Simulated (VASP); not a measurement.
# ZnO2 (Pa-3) in VASP: further runs

The runs below take ZnO2 through single point, with LDA.

All numbers are computed with VASP 6.6.1; they aren't measurements. Logs are shortened: lines on timing, memory, paths and dates and some standing lists are left out, and cuts for length are marked.

## Step 1: The cell of the first run

Symmetry: Pa-3, No. 205, cubic system. Conventional cell: a = 4.896 Å, b = 4.896 Å, c = 4.896 Å, α = 90.00°, β = 90.00°, γ = 90.00°. Zn (site symmetry -3) has 6 O at 2.11 Å within 2.8 Å. Within 2.0 Å of O (site symmetry 3) lie 1 O at 1.49 Å.

## Step 2: Single point, LDA (9.78 Å³/atom)

INCAR

```
SYSTEM = ZnO2
PREC = Accurate
ENCUT = 600
EDIFF = 1E-6
ISMEAR = 0
SIGMA = 0.05
LREAL = .FALSE.
LASPH = .TRUE.
NELM = 120
ALGO = Normal
ISIF = 2
LWAVE = .FALSE.
LCHARG = .TRUE.
LELF = .TRUE.
LVHAR = .TRUE.
NBANDS = 60
GGA_COMPAT = .FALSE.
```

KPOINTS

```
regular mesh
0
G
  6 6 6
  0 0 0
```

POSCAR

```
ZnO2
1.0
    4.8964850538      0.0000000000      0.0000000000
    0.0000000000      4.8964850538      0.0000000000
    0.0000000000      0.0000000000      4.8964850538
Zn O
4 8
Direct
    0.0000000000      0.5000000000      0.5000000000
    0.5000000000      0.5000000000      0.0000000000
    0.5000000000      0.0000000000      0.5000000000
    0.0000000000      0.0000000000      0.0000000000
    0.4124106084      0.0875893916      0.9124106084
    0.0875893916      0.9124106084      0.4124106084
    0.9124106084      0.4124106084      0.0875893916
    0.5875893916      0.5875893916      0.5875893916
    0.4124106084      0.4124106084      0.4124106084
    0.0875893916      0.5875893916      0.9124106084
    0.9124106084      0.0875893916      0.5875893916
    0.5875893916      0.9124106084      0.0875893916
```

Potentials or basis: VASP PAW LDA potentials, release 64 (Zn, O).

Started as:

```sh
> cat potpaw_LDA.64/Zn/POTCAR potpaw_LDA.64/O/POTCAR > POTCAR
> mpirun -np 1 vasp_std > vasp.out
```

OUTCAR:

```text
SYSTEM = ZnO2
   PREC = Accurate
   ENCUT = 600
   EDIFF = 1E-6
   ISMEAR = 0
   LREAL = .FALSE.
   LASPH = .TRUE.
   NELM = 120
   ISIF = 2

 ion  position               nearest neighbor table
   1  0.000  0.500  0.500-   6 2.11   7 2.11   8 2.11   9 2.11  10 2.11  11 2.11
   2  0.500  0.500  0.000-   5 2.11   7 2.11   8 2.11   9 2.11  10 2.11  12 2.11
   3  0.500  0.000  0.500-   5 2.11   6 2.11   8 2.11   9 2.11  11 2.11  12 2.11
   4  0.000  0.000  0.000-   5 2.11   6 2.11   7 2.11  10 2.11  11 2.11  12 2.11
   5  0.412  0.088  0.912-  12 1.49   3 2.11   4 2.11   2 2.11
   6  0.088  0.912  0.412-  11 1.49   3 2.11   4 2.11   1 2.11
   7  0.912  0.412  0.088-  10 1.49   2 2.11   4 2.11   1 2.11
   8  0.588  0.588  0.588-   9 1.49   2 2.11   3 2.11   1 2.11
   9  0.412  0.412  0.412-   8 1.49   2 2.11   3 2.11   1 2.11
  10  0.088  0.588  0.912-   7 1.49   2 2.11   4 2.11   1 2.11
  11  0.912  0.088  0.588-   6 1.49   3 2.11   4 2.11   1 2.11
  12  0.588  0.912  0.088-   5 1.49   3 2.11   4 2.11   2 2.11

  LATTYP: Found a simple cubic cell.
 ALAT       =     4.8964850538

  Lattice vectors:

 A1 = (   4.8964850538,   0.0000000000,   0.0000000000)
 A2 = (   0.0000000000,   4.8964850538,   0.0000000000)
 A3 = (   0.0000000000,   0.0000000000,   4.8964850538)

Analysis of symmetry for initial positions (statically):
=====================================================================
 Subroutine PRICEL returns:
 Original cell was already a primitive cell.

 Routine SETGRP: Setting up the symmetry group for a
 simple cubic supercell.

 Subroutine GETGRP returns: Found 24 space group operations
 (whereof  6 operations were pure point group operations)
 out of a pool of 48 trial point group operations.

The static configuration has the point symmetry S_6 .
 The point group associated with its full space group is T_h .

Analysis of symmetry for dynamics (positions and initial velocities):
=====================================================================
 Subroutine PRICEL returns:
 Original cell was already a primitive cell.

 Routine SETGRP: Setting up the symmetry group for a
 simple cubic supercell.

 Subroutine GETGRP returns: Found 24 space group operations
 (whereof  6 operations were pure point group operations)
 out of a pool of 48 trial point group operations.

The dynamic configuration has the point symmetry S_6 .
 The point group associated with its full space group is T_h .

 Subroutine INISYM returns: Found 24 space group operations
 (whereof  6 operations are pure point group operations),
 and found     1 'primitive' translations

----------------------------------------------------------------------------------------

                                     Primitive cell

  volume of cell :     117.3960

  direct lattice vectors                    reciprocal lattice vectors
     4.896485054  0.000000000  0.000000000     0.204228133  0.000000000  0.000000000
     0.000000000  4.896485054  0.000000000     0.000000000  0.204228133  0.000000000
     0.000000000  0.000000000  4.896485054     0.000000000  0.000000000  0.204228133

  length of vectors
     4.896485054  4.896485054  4.896485054     0.204228133  0.204228133  0.204228133

  position of ions in fractional coordinates (direct lattice)
     0.000000000  0.500000000  0.500000000
     0.500000000  0.500000000  0.000000000
     0.500000000  0.000000000  0.500000000
     0.000000000  0.000000000  0.000000000
     0.412410608  0.087589392  0.912410608
     0.087589392  0.912410608  0.412410608
     0.912410608  0.412410608  0.087589392
     0.587589392  0.587589392  0.587589392
     0.412410608  0.412410608  0.412410608
     0.087589392  0.587589392  0.912410608
     0.912410608  0.087589392  0.587589392
     0.587589392  0.912410608  0.087589392

  ion indices of the primitive-cell ions
   primitive index   ion index
                 1           1
                 2           2
                 3           3
                 4           4
                 5           5
                 6           6
                 7           7
                 8           8
                 9           9
                10          10
                11          11
                12          12

----------------------------------------------------------------------------------------

 KPOINTS: regular mesh

Automatic generation of k-mesh.
 Grid dimensions read from file:
 generate k-points for:    6    6    6

 Generating k-lattice:

  Cartesian coordinates                     Fractional coordinates (reciprocal lattice)
     0.034038022  0.000000000  0.000000000     0.166666667  0.000000000  0.000000000
     0.000000000  0.034038022  0.000000000     0.000000000  0.166666667  0.000000000
     0.000000000  0.000000000  0.034038022     0.000000000  0.000000000  0.166666667

  Length of vectors
     0.034038022  0.034038022  0.034038022

  Shift w.r.t. Gamma in fractional coordinates (k-lattice)
     0.000000000  0.000000000  0.000000000

 Subroutine IBZKPT returns following result:
 ===========================================

 Found     24 irreducible k-points:

 Following reciprocal coordinates:
            Coordinates               Weight
  0.000000  0.000000  0.000000      1.000000
  0.166667  0.000000  0.000000      6.000000
  0.333333  0.000000  0.000000      6.000000
  0.500000  0.000000  0.000000      3.000000
  0.166667  0.166667  0.000000     12.000000
  0.333333  0.166667  0.000000     12.000000
[... 16 lines left out ...]
  0.500000  0.500000  0.333333      6.000000
  0.500000  0.500000  0.500000      1.000000
   k-points           NKPTS =     24   k-points in BZ     NKDIM =     24   number of bands    NBANDS=     60
   number of dos      NEDOS =    301   number of ions     NIONS =     12
   total plane-waves  NPLWV =  64000
   dimension x,y,z NGX =    40 NGY =   40 NGZ =   40
   dimension x,y,z NGXF=    80 NGYF=   80 NGZF=   80
   ions per type =               4   8
   NGX,Y,Z   is equivalent  to a cutoff of  13.58, 13.58, 13.58 a.u.
   NGXF,Y,Z  is equivalent  to a cutoff of  27.16, 27.16, 27.16 a.u.
 SYSTEM =  ZnO2
   PREC   = accura    normal or accurate (medium, high low for compatibility)
   ISTART =      0    job   : 0-new  1-cont  2-samecut
   ICHARG =      2    charge: 1-file 2-atom 10-const
   ISPIN  =      1    spin polarized calculation?
   LNONCOLLINEAR =      F non collinear calculations
   LSORBIT =      F    spin-orbit coupling
   LASPH  =      T    aspherical Exc in radial PAW
   ENCUT  =  600.0 eV  44.10 Ry    6.64 a.u.   9.78  9.78  9.78*2*pi/ulx,y,z
   NELM   =    120;   NELMIN=  2; NELMDL= -5     # of ELM steps
   EDIFF  = 0.1E-05   stopping-criterion for ELM
   LREAL  =      F    real-space projection
   EDIFFG = 0.1E-04   stopping-criterion for IOM
   NSW    =      0    number of steps for IOM
   IBRION =     -1    ionic relax: 0-MD 1-quasi-New 2-CG
   NFREE  =      0    steps in history (QN), initial steepest desc. (CG)
   ISIF   =      2    stress and relaxation
   ISYM   =      2    0-nonsym 1-usesym 2-fastsym
   POTIM  = 0.5000    time-step for ionic-motion
   TEBEG  =    0.0;   TEEND  =   0.0 temperature during run
   PSTRESS=    0.0 pullay stress
   NELECT =      96.0000    total number of electrons
   NUPDOWN=      -1.0000    fix difference up-down
   EMIN   =  10.00;   EMAX   =-10.00  energy-range for DOS
   EFERMI =   0.00;   METHOD = LEGACY
   ISMEAR =     0;   SIGMA  =   0.05  broadening in eV -4-tet -1-fermi 0-gaus
   EFERMI_NEDOS =   21; number of points for ismear=-14 and -15
   IALGO  =     38    algorithm
   IMIX   =      4    mixing-type and parameters
     AMIX     =   0.40;   BMIX     =  1.00
     AMIX_MAG =   1.60;   BMIX_MAG =  1.00
  volume/ion in A,a.u.               =       9.78        66.02
  Fermi-wavevector in a.u.,A,eV,Ry     =   1.530902  2.892986 31.887455  2.343662
  Thomas-Fermi vector in A             =   2.638321
   LORBIT       =      0    0 simple, 1 ext, 2 COOP (PROOUT), +10 PAW based schemes
   GGA     = CA    functional components
   LHFCALC =     F    Hartree Fock is set to
   AEXX    =    0.0000 exact exchange contribution
   IVDW    =     0    specifies the selected vdW correction
   LEPSILON=     F    determine dielectric tensor
   LRPA    =     F    only Hartree local field effects (RPA)
 non-spin polarized calculation
 Gauss-broadening in eV      SIGMA  =   0.05
  energy-cutoff  :      600.00
  volume of cell :      117.40
 maximum number of plane-waves:      3948
   NGX = 19   NGY = 19   NGZ = 19

 number of electron      95.9999906 magnetization

 Free energy of the ion-electron system (eV)
  ---------------------------------------------------
  ext. energy  EPLUGINS =         0.00000000
  ---------------------------------------------------
  free energy    TOTEN  =       -62.66758069 eV

  energy without entropy =      -62.66758069  energy(sigma->0) =      -62.66758069

 E-fermi :   3.0509     XC(G=0): -12.1565

 val. band max:        2.7767521844   @ k =   0.0000   0.0000   0.0000
 cond. band min:       4.8963095966   @ k =   0.1667   0.1667   0.1667
 fundamental gap:      2.1195574122
 Fermi energy:         3.0509119790

 k-point     1 :       0.0000    0.0000    0.0000
  band No.  band energies     occupation
      1     -19.5333      2.00000
      2     -18.7657      2.00000
      3     -18.7657      2.00000
      4     -18.7657      2.00000
      5     -12.9269      2.00000
      6     -12.9269      2.00000
[... 52 lines left out ...]
     59      12.6608      0.00000
     60      13.8527      0.00000

 k-point     2 :       0.1667    0.0000    0.0000
  band No.  band energies     occupation
      1     -19.4819      2.00000
      2     -18.8161      2.00000
      3     -18.7587      2.00000
      4     -18.7586      2.00000
      5     -12.9399      2.00000
      6     -12.9342      2.00000
[... 52 lines left out ...]
     59      12.6652      0.00000
     60      12.8014      0.00000

 k-point     3 :       0.3333    0.0000    0.0000
  band No.  band energies     occupation
      1     -19.3409      2.00000
      2     -18.9553      2.00000
      3     -18.7445      2.00000
      4     -18.7443      2.00000
      5     -12.9616      2.00000
      6     -12.9519      2.00000
[... 1312 lines left out ...]
     59      10.1831      0.00000
     60      10.1831      0.00000

 k-point    24 :       0.5000    0.5000    0.5000
  band No.  band energies     occupation
      1     -18.8831      2.00000
      2     -18.8831      2.00000
      3     -18.8831      2.00000
      4     -18.8831      2.00000
      5     -13.1012      2.00000
      6     -13.1012      2.00000
[... 52 lines left out ...]
     59       9.6447      0.00000
     60       9.6447      0.00000

------------------------ aborting loop because EDIFF is reached ----------------------------------------

  FORCE on cell =-STRESS in cart. coord.  units (eV):
  Direction    XX          YY          ZZ          XY          YZ          ZX
  --------------------------------------------------------------------------------------
  -------------------------------------------------------------------------------------
  Total       -6.2981004     -6.2981004     -6.2981004      0.0000000      0.0000000      0.0000000
  in kB      -85.9541528    -85.9541528    -85.9541528      0.0000000      0.0000000      0.0000000
  external PRESSURE =     -85.9541528 kB  Pullay stress =       0.0000000 kB

 VOLUME and BASIS-vectors are now :
 -----------------------------------------------------------------------------
  energy-cutoff  :      600.00
  volume of cell :      117.40
      direct lattice vectors                 reciprocal lattice vectors
     4.896485054  0.000000000  0.000000000     0.204228133  0.000000000  0.000000000
     0.000000000  4.896485054  0.000000000     0.000000000  0.204228133  0.000000000
     0.000000000  0.000000000  4.896485054     0.000000000  0.000000000  0.204228133

 POSITION                                       TOTAL-FORCE (eV/Angst)
 -----------------------------------------------------------------------------------
      0.00000      2.44824      2.44824        -0.000000      0.000000     -0.000000
      2.44824      2.44824      0.00000        -0.000000      0.000000     -0.000000
      2.44824      0.00000      2.44824        -0.000000      0.000000     -0.000000
      0.00000      0.00000      0.00000        -0.000000      0.000000     -0.000000
      2.01936      0.42888      4.46760         0.072331     -0.072331      0.072331
      0.42888      4.46760      2.01936        -0.072331      0.072331      0.072331
      4.46760      2.01936      0.42888         0.072331      0.072331     -0.072331
      2.87712      2.87712      2.87712        -0.072331     -0.072331     -0.072331
      2.01936      2.01936      2.01936         0.072331      0.072331      0.072331
      0.42888      2.87712      4.46760        -0.072331     -0.072331      0.072331
      4.46760      0.42888      2.87712         0.072331     -0.072331     -0.072331
      2.87712      4.46760      0.42888        -0.072331      0.072331     -0.072331
 -----------------------------------------------------------------------------------
    total drift:                                0.000000      0.000000     -0.000000

  FREE ENERGIE OF THE ION-ELECTRON SYSTEM (eV)
  ---------------------------------------------------
  free  energy   TOTEN  =       -62.6675806949 eV

  energy  without entropy=      -62.6675806949  energy(sigma->0) =      -62.66758069
```

It took 3.7 min on 1 thread of Oxide Virtual Turin-like, shared host; peak memory 0.25 GiB.

What came out:

- Free energy: -62.6676 eV
- Pressure: -8.6 GPa
- Largest force: 0.125 eV/Å
- Band gap on the k mesh: 2.12 eV (least direct gap 2.26 eV)

Forces in eV/Å, atoms in the order of the input:
```
Zn   0.000  0.000  0.000
Zn   0.000  0.000  0.000
Zn   0.000  0.000  0.000
Zn   0.000  0.000  0.000
O    0.072 -0.072  0.072
O   -0.072  0.072  0.072
O    0.072  0.072 -0.072
O   -0.072 -0.072 -0.072
O    0.072  0.072  0.072
O   -0.072 -0.072  0.072
O    0.072 -0.072 -0.072
O   -0.072  0.072 -0.072
```

Caveat: the cell stands under tension. A k mesh can miss the band edges.

(Continued in part 2 of 2.)
